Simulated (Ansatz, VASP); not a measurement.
## Mg2ZnS3: VASP beside Ansatz

```xyz
12
Lattice="5.9777 -3.4503 0.0000 5.9777 3.4503 0.0000 0.0000 0.0000 6.4342" Properties=species:S:1:pos:R:3 pbc="T T T"
Mg    4.0042    1.1639    3.2412
Mg    7.9512    1.1639    3.2412
Mg    7.9512   -1.1639    0.0241
Mg    4.0042   -1.1639    0.0241
Zn    5.9777   -2.3231    3.2482
Zn    5.9777    2.3231    0.0311
S     5.9777    2.3749    2.4002
S     4.0462   -1.1838    2.4921
S     7.9092   -1.1838    2.4921
S     5.9777   -2.3749    5.6172
S     4.0462    1.1838    5.7092
S     7.9092    1.1838    5.7092
```

Alike in both runs: functional PBE; k mesh 4 × 4 × 4; occupations gaussian, width 0.02 eV; no spin polarisation.

Ansatz relaxed the structure, and its values are those at the end. VASP's run is a single point on that final structure, the one shown.

|  | VASP | Ansatz |
| --- | --- | --- |
| version | VASP 6.6.1 | Ansatz 0.2.0 |
| potentials or method | VASP PAW PBE potentials, release 64 (Mg, Zn, S), cutoff 520 eV | scalar-relativistic, plane waves, PAW |
| valence electrons in the cell | 68 | 100 |

|  | VASP | Ansatz | Ansatz less VASP |
| --- | --- | --- | --- |
| gap on the k mesh at the Fermi level (eV) | 2.96 | 2.97 | +0.004 |
| least direct gap on the mesh (eV) | 2.96 | 2.97 | +0.004 |
| pressure (GPa) | -0.1 | 0.0 | +0.06 |
| rms of the force components (eV/Å) | 0.011 | 0.003 | -0.0078 |

With one functional, cell and mesh, what is left measures potentials, basis and numerics. VASP's potentials hold 68 valence electrons a cell and Ansatz's 100, so a difference there can come from the potentials and not from the codes.
